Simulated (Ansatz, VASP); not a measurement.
Pt: VASP beside Ansatz

File POSCAR:

```
Pt
1.0
    2.7606656158      0.0000000000      0.0000000000
   -1.3803328079      2.3908065546      0.0000000000
    0.0000000000      0.0000000000      4.4087632800
Pt
2
Direct
    0.6666666667      0.3333333333      0.7500000000
    0.3333333333      0.6666666667      0.2500000000
```

The input INCAR.step1:

```
SYSTEM = Pt
PREC = Accurate
ENCUT = 520
ISMEAR = 0
SIGMA = 0.15
LREAL = .FALSE.
LASPH = .TRUE.
NELM = 80
NBANDS = 17
GGA = PE
ALGO = Normal
EDIFF = 1E-4
LWAVE = .TRUE.
LCHARG = .FALSE.
```

INCAR.step2

```
SYSTEM = Pt
PREC = Accurate
ENCUT = 520
EDIFF = 1E-6
ISMEAR = 0
SIGMA = 0.15
LREAL = .FALSE.
LASPH = .TRUE.
NELM = 80
ALGO = Normal
ISIF = 2
LWAVE = .FALSE.
LCHARG = .FALSE.
METAGGA = R2SCAN
LMIXTAU = .TRUE.
NBANDS = 17
ISTART = 1
```

File KPOINTS:

```
Automatic mesh
0
G
  18 18 10
  0 0 0
```

Input for Ansatz:

```yaml
crystal:
  lattice:
    - [2.7606656158, 0.0, 0.0]
    - [-1.3803328079, 2.3908065546, 0.0]
    - [0.0, 0.0, 4.40876328]
  atoms:
    - { symbol: Pt, position: [0.6666666667, 0.3333333333, 0.75] }
    - { symbol: Pt, position: [0.3333333333, 0.6666666667, 0.25] }
basis:
  ecutwfc: 500
kpoints:
  mp_grid: { grid: [18, 18, 10] }
hamiltonian:
  xc: r2scan
scf:
  occupations: { method: gaussian, width: 0.15 }
output:
  forces: true
  stress: true
  eigenvalues: true
```

Change from the starting cell: strain +0.000 along x and y, -0.080 along z, atoms carried along.

Alike in both runs: task single point; functional r2SCAN; k mesh 18 × 18 × 10; occupations gaussian, width 0.15 eV; no spin polarisation.

|  | VASP | Ansatz |
| --- | --- | --- |
| version | VASP 6.6.1 | Ansatz 0.2.0 |
| potentials or method | VASP PAW PBE potentials, release 64 (Pt), cutoff 520 eV | scalar-relativistic, plane waves, PAW |
| valence electrons in the cell | 20 | 36 |

Ansatz gave:

* gap on the k mesh at the Fermi level (eV): none
* pressure (GPa): 17.9
* traceless stress, the component that is largest in VASP (GPa): 9.09

Question: Which values does VASP return?

Answer: gap on the k mesh at the Fermi level (eV): none; pressure (GPa): 18.9; traceless stress, the component that is largest in VASP (GPa): 9.11.

VASP's potentials were made for PBE, not for r2SCAN. A gap of «none» marks a metal or a gap that the smearing closes. The functional is the same, so the differences come from potentials, cutoffs and numerics. VASP's potentials hold 20 valence electrons a cell and Ansatz's 36, so a difference there can come from the potentials and not from the codes.

Neither program's run includes spin-orbit coupling.
